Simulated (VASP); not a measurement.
# FePt (P4/mmm) in VASP: relaxation of cell and atoms with PBE

Aim: the relaxation of cell and atoms of FePt with PBE.

Everything below comes from runs of VASP 6.6.1. Logs are shortened: lines on timing, memory, paths and dates and some standing lists are left out, and cuts for length are marked.

## Step 1: The cell of the first run

The structure is tetragonal, space group P4/mmm (No. 123). The conventional cell has a = 2.734 Å, b = 2.734 Å, c = 3.787 Å, α = 90.00°, β = 90.00°, γ = 90.00°. Within 3.6 Å of Fe (site symmetry 4/mmm) lie 8 Pt at 2.71 Å and 4 Fe at 2.73 Å. Within 3.6 Å of Pt (site symmetry 4/mmm) lie 8 Fe at 2.71 Å and 4 Pt at 2.73 Å.

## Step 2: Relaxation of cell and atoms, PBE, collinear spin, ferromagnetic start

Input file INCAR:

```
SYSTEM = FePt
  PREC = Accurate
  ENCUT = 600
  EDIFF = 1E-7
  ISMEAR = 0
  SIGMA = 0.1
  LREAL = .FALSE.
  LASPH = .TRUE.
  NELM = 200
  ALGO = Normal
  ISIF = 3
  LWAVE = .FALSE.
  LCHARG = .FALSE.
  ISPIN = 2
  MAGMOM = 3.31 0.43
  LORBIT = 11
  LMAXMIX = 4
  GGA = PE
  IBRION = 2
  NSW = 80
  EDIFFG = -0.01
  GGA_COMPAT = .FALSE.
  NELMIN = 4
```

Input file KPOINTS:

```
Automatic mesh
0
G
  16 16 12
  0 0 0
```

Input file POSCAR:

```
FePt
1.0
    2.7341357542      0.0000000000      0.0000000000
    0.0000000000      2.7341357542      0.0000000000
    0.0000000000      0.0000000000      3.7866247373
Fe Pt
1 1
Direct
    0.0000000000      0.0000000000      0.0000000000
    0.5000000000      0.5000000000      0.5000000000
```

Potentials or basis: VASP PAW PBE potentials, release 64 (Fe, Pt).

The run is started by

```sh
> cat potpaw_PBE.64/Fe/POTCAR potpaw_PBE.64/Pt/POTCAR > POTCAR
> mpirun -np 1 vasp_std > vasp.out
```

OUTCAR:

```text
SYSTEM = FePt
   PREC = Accurate
   ENCUT = 600
   EDIFF = 1E-7
   ISMEAR = 0
   LREAL = .FALSE.
   LASPH = .TRUE.
   NELM = 200
   ISIF = 3
   ISPIN = 2
   LORBIT = 11
   GGA = PE
   IBRION = 2
   NSW = 80
   EDIFFG = -0.01
   NELMIN = 4

 ion  position               nearest neighbor table
   1  0.000  0.000  0.000-   2 2.71   2 2.71   2 2.71   2 2.71   2 2.71   2 2.71   2 2.71   2 2.71

   2  0.500  0.500  0.500-   1 2.71   1 2.71   1 2.71   1 2.71   1 2.71   1 2.71   1 2.71   1 2.71

  LATTYP: Found a simple tetragonal cell.
 ALAT       =     2.7341357542
 C/A-ratio  =     1.3849439376

  Lattice vectors:

 A1 = (   2.7341357542,   0.0000000000,   0.0000000000)
 A2 = (   0.0000000000,   2.7341357542,   0.0000000000)
 A3 = (   0.0000000000,   0.0000000000,   3.7866247373)

Analysis of symmetry for initial positions (statically):
=====================================================================
 Subroutine PRICEL returns:
 Original cell was already a primitive cell.

 Routine SETGRP: Setting up the symmetry group for a
 simple tetragonal supercell.

 Subroutine GETGRP returns: Found 16 space group operations
 (whereof 16 operations were pure point group operations)
 out of a pool of 16 trial point group operations.

The static configuration has the point symmetry D_4h.

Analysis of symmetry for dynamics (positions and initial velocities):
=====================================================================
 Subroutine PRICEL returns:
 Original cell was already a primitive cell.

 Routine SETGRP: Setting up the symmetry group for a
 simple tetragonal supercell.

 Subroutine GETGRP returns: Found 16 space group operations
 (whereof 16 operations were pure point group operations)
 out of a pool of 16 trial point group operations.

The dynamic configuration has the point symmetry D_4h.

Analysis of structural, dynamic, and magnetic symmetry:
=====================================================================
 Subroutine PRICEL returns:
 Original cell was already a primitive cell.

 Routine SETGRP: Setting up the symmetry group for a
 simple tetragonal supercell.

 Subroutine GETGRP returns: Found 16 space group operations
 (whereof 16 operations were pure point group operations)
 out of a pool of 16 trial point group operations.

The overall configuration has the point symmetry D_4h.

 Subroutine INISYM returns: Found 16 space group operations
 (whereof 16 operations are pure point group operations),
 and found     1 'primitive' translations

----------------------------------------------------------------------------------------

                                     Primitive cell

  volume of cell :      28.3069

  direct lattice vectors                    reciprocal lattice vectors
     2.734135754  0.000000000  0.000000000     0.365746287  0.000000000  0.000000000
     0.000000000  2.734135754  0.000000000     0.000000000  0.365746287  0.000000000
     0.000000000  0.000000000  3.786624737     0.000000000  0.000000000  0.264087431

  length of vectors
     2.734135754  2.734135754  3.786624737     0.365746287  0.365746287  0.264087431

  position of ions in fractional coordinates (direct lattice)
     0.000000000  0.000000000  0.000000000
     0.500000000  0.500000000  0.500000000

  ion indices of the primitive-cell ions
   primitive index   ion index
                 1           1
                 2           2

----------------------------------------------------------------------------------------

 KPOINTS: Automatic mesh

Automatic generation of k-mesh.
 Grid dimensions read from file:
 generate k-points for:   16   16   12

 Generating k-lattice:

  Cartesian coordinates                     Fractional coordinates (reciprocal lattice)
     0.022859143  0.000000000  0.000000000     0.062500000  0.000000000  0.000000000
     0.000000000  0.022859143  0.000000000     0.000000000  0.062500000  0.000000000
     0.000000000  0.000000000  0.022007286     0.000000000  0.000000000  0.083333333

  Length of vectors
     0.022859143  0.022859143  0.022007286

  Shift w.r.t. Gamma in fractional coordinates (k-lattice)
     0.000000000  0.000000000  0.000000000

 Subroutine IBZKPT returns following result:
 ===========================================

 Found    315 irreducible k-points:

 Following reciprocal coordinates:
            Coordinates               Weight
  0.000000  0.000000  0.000000      1.000000
  0.062500  0.000000  0.000000      4.000000
  0.125000  0.000000  0.000000      4.000000
  0.187500  0.000000  0.000000      4.000000
  0.250000  0.000000  0.000000      4.000000
  0.312500  0.000000  0.000000      4.000000
[... 16 lines left out ...]
  0.437500  0.125000  0.000000      8.000000
  0.500000  0.125000  0.000000      4.000000
 [... further k-points ...]
   k-points           NKPTS =    315   k-points in BZ     NKDIM =    315   number of bands    NBANDS=     15
   number of dos      NEDOS =    301   number of ions     NIONS =      2
   total plane-waves  NPLWV =  17280
   dimension x,y,z NGX =    24 NGY =   24 NGZ =   30
   dimension x,y,z NGXF=    48 NGYF=   48 NGZF=   60
   ions per type =               1   1
   NGX,Y,Z   is equivalent  to a cutoff of  14.59, 14.59, 13.17 a.u.
   NGXF,Y,Z  is equivalent  to a cutoff of  29.19, 29.19, 26.34 a.u.
 SYSTEM =  FePt
   PREC   = accura    normal or accurate (medium, high low for compatibility)
   ISTART =      0    job   : 0-new  1-cont  2-samecut
   ICHARG =      2    charge: 1-file 2-atom 10-const
   ISPIN  =      2    spin polarized calculation?
   LNONCOLLINEAR =      F non collinear calculations
   LSORBIT =      F    spin-orbit coupling
   LASPH  =      T    aspherical Exc in radial PAW
   ENCUT  =  600.0 eV  44.10 Ry    6.64 a.u.   5.46  5.46  7.56*2*pi/ulx,y,z
   NELM   =    200;   NELMIN=  4; NELMDL= -5     # of ELM steps
   EDIFF  = 0.1E-06   stopping-criterion for ELM
   LREAL  =      F    real-space projection
   EDIFFG = -.1E-01   stopping-criterion for IOM
   NSW    =     80    number of steps for IOM
   IBRION =      2    ionic relax: 0-MD 1-quasi-New 2-CG
   NFREE  =      1    steps in history (QN), initial steepest desc. (CG)
   ISIF   =      3    stress and relaxation
   ISYM   =      2    0-nonsym 1-usesym 2-fastsym
   POTIM  = 0.5000    time-step for ionic-motion
   TEBEG  =    0.0;   TEEND  =   0.0 temperature during run
   PSTRESS=    0.0 pullay stress
   NELECT =      18.0000    total number of electrons
   NUPDOWN=      -1.0000    fix difference up-down
   EMIN   =  10.00;   EMAX   =-10.00  energy-range for DOS
   EFERMI =   0.00;   METHOD = LEGACY
   ISMEAR =     0;   SIGMA  =   0.10  broadening in eV -4-tet -1-fermi 0-gaus
   EFERMI_NEDOS =   21; number of points for ismear=-14 and -15
   IALGO  =     38    algorithm
   IMIX   =      4    mixing-type and parameters
     AMIX     =   0.40;   BMIX     =  1.00
     AMIX_MAG =   1.60;   BMIX_MAG =  1.00
  volume/ion in A,a.u.               =      14.15        95.51
  Fermi-wavevector in a.u.,A,eV,Ry     =   1.407780  2.660319 26.964640  1.981845
  Thomas-Fermi vector in A             =   2.530005
   LORBIT       =     11    0 simple, 1 ext, 2 COOP (PROOUT), +10 PAW based schemes
   GGA     = PE    functional components
   LHFCALC =     F    Hartree Fock is set to
   AEXX    =    0.0000 exact exchange contribution
   IVDW    =     0    specifies the selected vdW correction
   LEPSILON=     F    determine dielectric tensor
   LRPA    =     F    only Hartree local field effects (RPA)
 conjugate gradient relaxation of ions
 spin polarized calculation
 Gauss-broadening in eV      SIGMA  =   0.10
  energy-cutoff  :      600.00
  volume of cell :       28.31
 maximum number of plane-waves:       967
 NGX is ok and might be reduce to    24
   NGX = 11   NGY = 11   NGZ = 15

--------------------------------------- Ionic step        1  -------------------------------------------

 number of electron      17.9999996 magnetization       3.2998608

 Free energy of the ion-electron system (eV)
  ---------------------------------------------------
  ext. energy  EPLUGINS =         0.00000000
  ---------------------------------------------------
  free energy    TOTEN  =       -14.80739416 eV

  energy without entropy =      -14.80129030  energy(sigma->0) =      -14.80434223

------------------------ aborting loop because EDIFF is reached ----------------------------------------

  FORCE on cell =-STRESS in cart. coord.  units (eV):
  Direction    XX          YY          ZZ          XY          YZ          ZX
  --------------------------------------------------------------------------------------
  -------------------------------------------------------------------------------------
  Total       -0.3633758     -0.3633758     -0.4346619      0.0000000      0.0000000     -0.0000000
  in kB      -20.5671508    -20.5671508    -24.6019628      0.0000000      0.0000000     -0.0000000
  external PRESSURE =     -21.9120881 kB  Pullay stress =       0.0000000 kB
[... 93 lines left out ...]
  energy  without entropy=      -14.8035349253  energy(sigma->0) =      -14.80657231

--------------------------------------- Ionic step        4  -------------------------------------------

 number of electron      17.9999999 magnetization       3.2841705

 Free energy of the ion-electron system (eV)
  ---------------------------------------------------
  ext. energy  EPLUGINS =         0.00000000
  ---------------------------------------------------
  free energy    TOTEN  =       -14.80964188 eV

  energy without entropy =      -14.80359542  energy(sigma->0) =      -14.80661865

 E-fermi :   8.4966     XC(G=0): -12.9746

 val. band max:        8.4875708978   @ k =   0.4375   0.1250   0.1667
 cond. band min:       8.5003766573   @ k =   0.5000   0.4375   0.0000
 fundamental gap:      0.0128057596
 Fermi energy:         8.4966285448

 spin component 1

 k-point     1 :       0.0000    0.0000    0.0000
  band No.  band energies     occupation
      1      -0.9731      1.00000
      2       2.2504      1.00000
      3       2.4302      1.00000
      4       5.1196      1.00000
      5       5.1196      1.00000
      6       5.5557      1.00000
      7       6.4047      1.00000
      8       6.5187      1.00000
      9       7.9833      1.00000
     10       8.0711      1.00000
     11       8.0711      1.00000
     12      10.6121      0.00000
     13      17.8745      0.00000
     14      20.2319      0.00000
     15      20.2319      0.00000
[... 399 lines left out ...]
      1       2.8934      1.00000
      2       3.5880      1.00000
      3       3.7694      1.00000
      4       4.0542      1.00000
      5       4.5776      1.00000
      6       5.0907      1.00000
      7       6.3077      1.00000
      8       6.4231      1.00000
      9       6.6051      1.00000
     10       7.2036      1.00000
     11       8.8902      0.00000
     12      10.5882      0.00000
     13      18.9967      0.00000
     14      19.3051      0.00000
     15      20.4599      0.00000

 [... further k-points ...]

 spin component 2

 k-point     1 :       0.0000    0.0000    0.0000
  band No.  band energies     occupation
      1      -0.8436      1.00000
      2       2.8064      1.00000
      3       2.8208      1.00000
      4       6.2135      1.00000
      5       6.2135      1.00000
      6       7.6922      1.00000
      7       7.7976      1.00000
      8       9.0509      0.00000
      9      10.1571      0.00000
     10      10.1571      0.00000
     11      10.1932      0.00000
     12      10.7895      0.00000
     13      18.7230      0.00000
     14      20.5208      0.00000
     15      20.5208      0.00000
[... 443 lines left out ...]
  FREE ENERGIE OF THE ION-ELECTRON SYSTEM (eV)
  ---------------------------------------------------
  free  energy   TOTEN  =       -14.8096418844 eV

  energy  without entropy=      -14.8035954197  energy(sigma->0) =      -14.80661865

 reached required accuracy - stopping structural energy minimisation

 total charge

# of ion       s       p       d       tot
------------------------------------------
    1        0.404   0.439   6.113   6.956
    2        0.708   0.649   8.049   9.406
--------------------------------------------------
tot          1.112   1.088  14.162  16.362

 magnetization (x)

# of ion       s       p       d       tot
------------------------------------------
    1        0.005  -0.007   2.945   2.943
    2       -0.025  -0.068   0.415   0.322
--------------------------------------------------
tot         -0.021  -0.075   3.360   3.265
```

Wall time 7.5 min (1 thread of Intel Xeon Platinum 8488C (Sapphire Rapids), shared host); peak memory 0.4 GiB.

What came out:

```yaml
Free_energy: -14.8096 eV
Relaxed_volume: 14.00 Å³/atom
Relaxed_cell: a = 2.726 Å, b = 2.726 Å, c = 3.768 Å, α = 90.00°, β = 90.00°, γ = 90.00°
Space_group_after_relaxing_to_0.1_Å: P4/mmm (No. 123)
Energy_gained_by_relaxing: 1.1 meV/atom
Ionic_steps: 4
Pressure_after_relaxing: 0.0 GPa
Net_moment: 3.28 μB per cell
Site_moments: Fe +2.94; Pt +0.32 μB
Valence_electrons_inside_the_program's_atomic_spheres: Fe 6.96; Pt 9.41
```

Stress tensor (GPa, compression positive):
```
 0.05  0.00  0.00
 0.00  0.05  0.00
 0.00  0.00 -0.09
```

Step by step:
```
step  energy change (eV)  largest force (eV/Å)  pressure (GPa)  volume (Å³)
   1              0.0000                0.0000           -2.19        28.31
   2              0.0030                0.0000            3.61        27.52
   3             -0.0022                0.0000            0.01        27.99
   4             -0.0022                0.0000            0.00        27.99
```

Final structure:
```
Fe Pt
1.0
     2.72569    0.00000    0.00000
     0.00000    2.72569    0.00000
     0.00000    0.00000    3.76782
Fe Pt
1 1
Direct
  0.00000 0.00000 0.00000
  0.50000 0.50000 0.50000
```

Levels at points of the mesh, in eV from the Fermi level:
Spin up:
```
           k point  band 7  band 8  band 9  band 10  band 11  band 12  band 13  band 14  band 15
(0.00, 0.00, 0.00)   -2.09   -1.98   -0.51    -0.43    -0.43     2.12     9.38    11.74    11.74
(0.50, 0.00, 0.00)   -2.61   -2.52   -2.15    -1.57     0.14     2.06    10.25    10.32    12.20
(0.50, 0.50, 0.00)   -0.55   -0.54   -0.54     0.59     1.70     1.70     7.58     9.93    10.73
(0.00, 0.00, 0.50)   -2.31   -2.31   -2.08    -2.08    -1.86    -0.78    15.48    15.69    16.14
(0.50, 0.00, 0.50)   -1.23   -0.90   -0.55    -0.54    -0.46    -0.42     4.64     6.64    16.18
(0.50, 0.50, 0.50)   -2.36   -1.75   -1.07     0.59     6.80     6.80     7.65     8.33     8.39
```
Spin down:
```tsv
k point	band 5	band 6	band 7	band 8	band 9	band 10	band 11	band 12
(0.00, 0.00, 0.00)	-2.28	-0.80	-0.70	0.55	1.66	1.66	1.70	2.29
(0.50, 0.00, 0.00)	-2.39	-1.32	-1.15	-0.84	0.58	0.74	2.38	2.57
(0.50, 0.50, 0.00)	0.96	1.24	1.65	1.71	1.71	1.73	1.82	1.82
(0.00, 0.00, 0.50)	-1.83	-1.83	-1.37	-0.53	0.17	0.49	0.49	1.48
(0.50, 0.00, 0.50)	-2.13	-0.45	-0.43	-0.36	0.93	1.47	1.59	1.62
(0.50, 0.50, 0.50)	-1.49	-1.30	-1.30	0.79	0.97	1.73	7.50	7.50
```

Caveat: spin-orbit coupling is left out, which moves the levels of the heavy elements.
